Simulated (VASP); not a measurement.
# Cu (I4mm) in VASP: single point with PBEsol

Aim: the single point of Cu with PBEsol.

All numbers are computed with VASP 6.6.1; they aren't measurements. Logs are shortened: lines on timing, memory, paths and dates and some standing lists are left out, and cuts for length are marked.

## 1. The cell of the first run

The structure is tetragonal, space group I4mm (No. 107). Conventional cell: a = 5.771 Å, b = 5.771 Å, c = 5.504 Å, α = 90.00°, β = 90.00°, γ = 90.00°. Cu (site symmetry 4mm) has 14 Cu at 2.43 to 2.89 Å within 3.2 Å. Within 3.2 Å of Cu (site symmetry m) lie 14 Cu at 2.43 to 2.89 Å. Cu (site symmetry 2mm) has 14 Cu at 2.46 to 2.89 Å within 3.2 Å. Cu (site symmetry 4mm) has 14 Cu at 2.46 to 2.89 Å within 3.2 Å.

## 2. Single point, PBEsol (atom 1 (Cu) moved +0.050 Å along Cartesian [0 0 1])

Input file INCAR:

```
PREC = Accurate
ENCUT = 520
EDIFF = 1E-6
ISMEAR = 0
SIGMA = 0.15
LREAL = F
LASPH = T
NELM = 60
ALGO = Fast
ISIF = 2
LWAVE = F
LCHARG = F
GGA = PS
NBANDS = 54
```

Input file KPOINTS:

```
regular mesh
0
Gamma
  12 12 12
```

Input file POSCAR:

```
Cu
1.0
   -2.8855866400     -2.8855866400      2.7521629000
    2.8855866400      2.8855866400      2.7521629000
   -2.8855866400      2.8855866400     -2.7521629000
Cu
8
Direct
    0.5090837646      0.0090837646      0.5000000000
    0.0000000000      0.0000000000      0.5000000000
    0.5000000000      0.0000000000      0.0000000000
    0.0000000000      0.0000000000      0.0000000000
    0.5000000000      0.5000000000      0.5000000000
    0.0000000000      0.5000000000      0.5000000000
    0.5000000000      0.5000000000      0.0000000000
    0.0000000000      0.5000000000      0.0000000000
```

Potentials or basis: VASP PAW PBE potentials, release 64 (Cu).

Started as:

```sh
$ cat potpaw_PBE.64/Cu/POTCAR > POTCAR
$ mpirun -np 1 vasp_std > vasp.out
```

OUTCAR:

```text
PREC = Accurate
   ENCUT = 520
   EDIFF = 1E-6
   ISMEAR = 0
   LREAL = F
   LASPH = T
   NELM = 60
   ISIF = 2
   GGA = PS

 ion  position               nearest neighbor table
   1  0.509  0.009  0.500-   2 2.43   5 2.43   8 2.43   3 2.43   3 2.49   5 2.49   2 2.49   8 2.49
                             6 2.70
   2  0.000  0.000  0.500-   1 2.43   4 2.46   6 2.46   7 2.46   4 2.46   6 2.46   7 2.46   1 2.49
                             5 2.75   5 2.75
   3  0.500  0.000  0.000-   1 2.43   4 2.46   6 2.46   7 2.46   7 2.46   4 2.46   6 2.46   1 2.49
                             8 2.75   8 2.75
   4  0.000  0.000  0.000-   2 2.46   3 2.46   5 2.46   8 2.46   2 2.46   8 2.46   3 2.46   5 2.46
                             7 2.75   7 2.75
   5  0.500  0.500  0.500-   1 2.43   4 2.46   6 2.46   7 2.46   7 2.46   6 2.46   4 2.46   1 2.49
                             2 2.75   2 2.75
   6  0.000  0.500  0.500-   2 2.46   3 2.46   5 2.46   8 2.46   8 2.46   2 2.46   5 2.46   3 2.46
                             1 2.70
   7  0.500  0.500  0.000-   2 2.46   3 2.46   5 2.46   8 2.46   5 2.46   3 2.46   8 2.46   2 2.46
                             4 2.75   4 2.75
   8  0.000  0.500  0.000-   1 2.43   6 2.46   7 2.46   4 2.46   6 2.46   4 2.46   7 2.46   1 2.49
                             3 2.75   3 2.75

  LATTYP: Found a body centered tetragonal cell.
 ALAT       =     5.7711732800
 C/A-ratio  =     0.9537620052

  Lattice vectors:

 A1 = (  -2.8855866400,  -2.8855866400,   2.7521629000)
 A2 = (   2.8855866400,   2.8855866400,   2.7521629000)
 A3 = (  -2.8855866400,   2.8855866400,  -2.7521629000)

Analysis of symmetry for initial positions (statically):
=====================================================================
 Subroutine PRICEL returns:
 Original cell was already a primitive cell.

 Routine SETGRP: Setting up the symmetry group for a
 body centered tetragonal supercell.

 Subroutine GETGRP returns: Found  8 space group operations
 (whereof  4 operations were pure point group operations)
 out of a pool of 16 trial point group operations.

The static configuration has the point symmetry C_2v.
 The point group associated with its full space group is C_4v.

Analysis of symmetry for dynamics (positions and initial velocities):
=====================================================================
 Subroutine PRICEL returns:
 Original cell was already a primitive cell.

 Routine SETGRP: Setting up the symmetry group for a
 body centered tetragonal supercell.

 Subroutine GETGRP returns: Found  8 space group operations
 (whereof  4 operations were pure point group operations)
 out of a pool of 16 trial point group operations.

The dynamic configuration has the point symmetry C_2v.
 The point group associated with its full space group is C_4v.

 Subroutine INISYM returns: Found  8 space group operations
 (whereof  4 operations are pure point group operations),
 and found     1 'primitive' translations

----------------------------------------------------------------------------------------

                                     Primitive cell

  volume of cell :      91.6648

  direct lattice vectors                    reciprocal lattice vectors
    -2.885586640 -2.885586640  2.752162900    -0.173274991  0.000000000  0.181675293
     2.885586640  2.885586640  2.752162900     0.000000000  0.173274991  0.181675293
    -2.885586640  2.885586640 -2.752162900    -0.173274991  0.173274991  0.000000000

  length of vectors
     4.922156148  4.922156148  4.922156148     0.251058030  0.251058030  0.245047843

  position of ions in fractional coordinates (direct lattice)
     0.509083765  0.009083765  0.500000000
     0.000000000  0.000000000  0.500000000
     0.500000000  1.000000000  0.000000000
     0.000000000  0.000000000  0.000000000
     0.500000000  0.500000000  0.500000000
     0.000000000  0.500000000  0.500000000
     0.500000000  0.500000000  0.000000000
     1.000000000  0.500000000  0.000000000

  ion indices of the primitive-cell ions
   primitive index   ion index
                 1           1
                 2           2
                 3           3
                 4           4
                 5           5
                 6           6
                 7           7
                 8           8

----------------------------------------------------------------------------------------

 KPOINTS: regular mesh

Automatic generation of k-mesh.
 Grid dimensions read from file:
 generate k-points for:   12   12   12

 Generating k-lattice:

  Cartesian coordinates                     Fractional coordinates (reciprocal lattice)
    -0.014439583  0.000000000  0.015139608     0.083333333 -0.000000000  0.000000000
     0.000000000  0.014439583  0.015139608    -0.000000000  0.083333333  0.000000000
    -0.014439583  0.014439583  0.000000000     0.000000000  0.000000000  0.083333333

  Length of vectors
     0.020921503  0.020921503  0.020420654

  Shift w.r.t. Gamma in fractional coordinates (k-lattice)
     0.000000000  0.000000000  0.000000000

 Subroutine IBZKPT returns following result:
 ===========================================

 Found    163 irreducible k-points:

 Following reciprocal coordinates:
            Coordinates               Weight
  0.000000  0.000000  0.000000      1.000000
  0.083333 -0.000000  0.000000      8.000000
  0.166667 -0.000000  0.000000      8.000000
  0.250000 -0.000000  0.000000      8.000000
  0.333333  0.000000  0.000000      8.000000
  0.416667 -0.000000  0.000000      8.000000
[... 16 lines left out ...]
  0.500000  0.166667  0.000000     16.000000
 -0.416667  0.166667 -0.000000     16.000000
 [... further k-points ...]
   k-points           NKPTS =    163   k-points in BZ     NKDIM =    163   number of bands    NBANDS=     54
   number of dos      NEDOS =    301   number of ions     NIONS =      8
   total plane-waves  NPLWV =  64000
   dimension x,y,z NGX =    40 NGY =   40 NGZ =   40
   dimension x,y,z NGXF=    80 NGYF=   80 NGZF=   80
   ions per type =               8
   NGX,Y,Z   is equivalent  to a cutoff of  13.51, 13.51, 13.51 a.u.
   NGXF,Y,Z  is equivalent  to a cutoff of  27.02, 27.02, 27.02 a.u.
 SYSTEM =  unknown system
   PREC   = accura    normal or accurate (medium, high low for compatibility)
   ISTART =      0    job   : 0-new  1-cont  2-samecut
   ICHARG =      2    charge: 1-file 2-atom 10-const
   ISPIN  =      1    spin polarized calculation?
   LNONCOLLINEAR =      F non collinear calculations
   LSORBIT =      F    spin-orbit coupling
   LASPH  =      T    aspherical Exc in radial PAW
   ENCUT  =  520.0 eV  38.22 Ry    6.18 a.u.   9.15  9.15  9.15*2*pi/ulx,y,z
   NELM   =     60;   NELMIN=  2; NELMDL= -5     # of ELM steps
   EDIFF  = 0.1E-05   stopping-criterion for ELM
   LREAL  =      F    real-space projection
   EDIFFG = 0.1E-04   stopping-criterion for IOM
   NSW    =      0    number of steps for IOM
   IBRION =     -1    ionic relax: 0-MD 1-quasi-New 2-CG
   NFREE  =      0    steps in history (QN), initial steepest desc. (CG)
   ISIF   =      2    stress and relaxation
   ISYM   =      2    0-nonsym 1-usesym 2-fastsym
   POTIM  = 0.5000    time-step for ionic-motion
   TEBEG  =    0.0;   TEEND  =   0.0 temperature during run
   PSTRESS=    0.0 pullay stress
   NELECT =      88.0000    total number of electrons
   NUPDOWN=      -1.0000    fix difference up-down
   EMIN   =  10.00;   EMAX   =-10.00  energy-range for DOS
   EFERMI =   0.00;   METHOD = LEGACY
   ISMEAR =     0;   SIGMA  =   0.15  broadening in eV -4-tet -1-fermi 0-gaus
   EFERMI_NEDOS =   21; number of points for ismear=-14 and -15
   IALGO  =     68    algorithm
   IMIX   =      4    mixing-type and parameters
     AMIX     =   0.40;   BMIX     =  1.00
     AMIX_MAG =   1.60;   BMIX_MAG =  1.00
  volume/ion in A,a.u.               =      11.46        77.32
  Fermi-wavevector in a.u.,A,eV,Ry     =   1.614984  3.051878 35.486359  2.608174
  Thomas-Fermi vector in A             =   2.709805
   LORBIT       =      0    0 simple, 1 ext, 2 COOP (PROOUT), +10 PAW based schemes
   GGA     = PS    functional components
   LHFCALC =     F    Hartree Fock is set to
   AEXX    =    0.0000 exact exchange contribution
   IVDW    =     0    specifies the selected vdW correction
   LEPSILON=     F    determine dielectric tensor
   LRPA    =     F    only Hartree local field effects (RPA)
 non-spin polarized calculation
 RMM-DIIS sequential band-by-band and
 Gauss-broadening in eV      SIGMA  =   0.15
  energy-cutoff  :      520.00
  volume of cell :       91.66
 maximum number of plane-waves:      2486
 NGX is ok and might be reduce to    40
   NGX = 19   NGY = 19   NGZ = 19

 number of electron      88.0000000 magnetization

 Free energy of the ion-electron system (eV)
  ---------------------------------------------------
  ext. energy  EPLUGINS =         0.00000000
  ---------------------------------------------------
  free energy    TOTEN  =       -34.16533102 eV

  energy without entropy =      -34.13019983  energy(sigma->0) =      -34.14776543

 E-fermi :   7.7779     XC(G=0): -13.0865

 val. band max:        7.7768551043   @ k =  -0.4167  -0.4167   0.3333
 cond. band min:       7.7841694138   @ k =   0.3333   0.2500   0.0000
 fundamental gap:      0.0073143095
 Fermi energy:         7.7778550708

 k-point     1 :       0.0000    0.0000    0.0000
  band No.  band energies     occupation
      1      -1.8365      2.00000
      2       2.5349      2.00000
      3       2.5360      2.00000
      4       2.5752      2.00000
      5       2.5752      2.00000
      6       2.5761      2.00000
[... 46 lines left out ...]
     53      12.4599      0.00000
     54      15.4721      0.00000

 k-point     2 :       0.0833   -0.0000    0.0000
  band No.  band energies     occupation
      1      -1.7668      2.00000
      2       2.5497      2.00000
      3       2.5602      2.00000
      4       2.5603      2.00000
      5       2.5976      2.00000
      6       2.5989      2.00000
[... 1246 lines left out ...]
 k-point    24 :      -0.4167    0.1667   -0.0000
  band No.  band energies     occupation
      1      -0.5847      2.00000
      2       1.9649      2.00000
      3       2.2642      2.00000
      4       2.8902      2.00000
      5       3.0697      2.00000
      6       3.1512      2.00000
[... 46 lines left out ...]
     53      15.9287      0.00000
     54      16.3755      0.00000

 [... further k-points ...]

------------------------ aborting loop because EDIFF is reached ----------------------------------------

  FORCE on cell =-STRESS in cart. coord.  units (eV):
  Direction    XX          YY          ZZ          XY          YZ          ZX
  --------------------------------------------------------------------------------------
  -------------------------------------------------------------------------------------
  Total       -0.2233468     -0.2233468     -0.3074130      0.0000000      0.0000000      0.0000000
  in kB       -3.9038041     -3.9038041     -5.3731676      0.0000000      0.0000000      0.0000000
  external PRESSURE =      -4.3935920 kB  Pullay stress =       0.0000000 kB

 VOLUME and BASIS-vectors are now :
 -----------------------------------------------------------------------------
  energy-cutoff  :      520.00
  volume of cell :       91.66
      direct lattice vectors                 reciprocal lattice vectors
    -2.885586640 -2.885586640  2.752162900    -0.173274991  0.000000000  0.181675293
     2.885586640  2.885586640  2.752162900     0.000000000  0.173274991  0.181675293
    -2.885586640  2.885586640 -2.752162900    -0.173274991  0.173274991  0.000000000

 POSITION                                       TOTAL-FORCE (eV/Angst)
 -----------------------------------------------------------------------------------
     -2.88559      0.00000      0.05000         0.000000     -0.000000     -0.375010
     -1.44279      1.44279     -1.37608        -0.095108     -0.095108      0.082641
     -1.44279     -1.44279      1.37608         0.095108     -0.095108      0.082641
      0.00000      0.00000      0.00000         0.000000     -0.000000      0.000804
     -1.44279      1.44279      1.37608         0.095108      0.095108      0.082641
      0.00000      2.88559      0.00000         0.000000     -0.000000      0.042839
      0.00000      0.00000      2.75216         0.000000     -0.000000      0.000804
      1.44279      1.44279      1.37608        -0.095108      0.095108      0.082641
 -----------------------------------------------------------------------------------
    total drift:                                0.000001     -0.000001     -0.000499

  FREE ENERGIE OF THE ION-ELECTRON SYSTEM (eV)
  ---------------------------------------------------
  free  energy   TOTEN  =       -34.1653310238 eV

  energy  without entropy=      -34.1301998334  energy(sigma->0) =      -34.14776543
```

Run time: 9.4 min. Hardware: 1 thread of Intel Xeon 6975P-C (Granite Rapids), shared host; peak memory 0.62 GiB.

What came out:

* Free energy: -34.1653 eV
* Pressure: -0.4 GPa
* Largest force: 0.375 eV/Å
* Band gap on the k mesh: zero (bands 44 and 45 overlap by 2.18 eV)

Forces on the atoms (eV/Å):
```
Cu   0.000  0.000 -0.375
Cu  -0.095 -0.095  0.083
Cu   0.095 -0.095  0.083
Cu   0.000  0.000  0.001
Cu   0.095  0.095  0.083
Cu   0.000  0.000  0.043
Cu   0.000  0.000  0.001
Cu  -0.095  0.095  0.083
```

Stress tensor (GPa, compression positive):
```
-0.39  0.00  0.00
 0.00 -0.39  0.00
 0.00  0.00 -0.54
```

Levels at points of the mesh, in eV from the Fermi level:
```tsv
k point	band 42	band 43	band 44	band 45	band 46	band 47
(0.00, 0.00, 0.00)	-0.94	-0.94	-0.57	-0.57	-0.56	-0.56
(0.50, 0.00, 0.00)	-1.45	0.25	0.27	0.27	0.29	3.45
(0.50, 0.50, 0.00)	-1.48	0.40	0.42	0.45	0.46	3.02
(0.50, 0.50, 0.50)	-1.44	-1.44	-1.44	-1.08	-1.04	6.38
```

Caveat: the cell differs from its parent crystal (atom 1 (Cu) moved +0.050 Å along Cartesian [0 0 1]); the PAW data sets were made with another functional, which shifts forces and pressure a little.
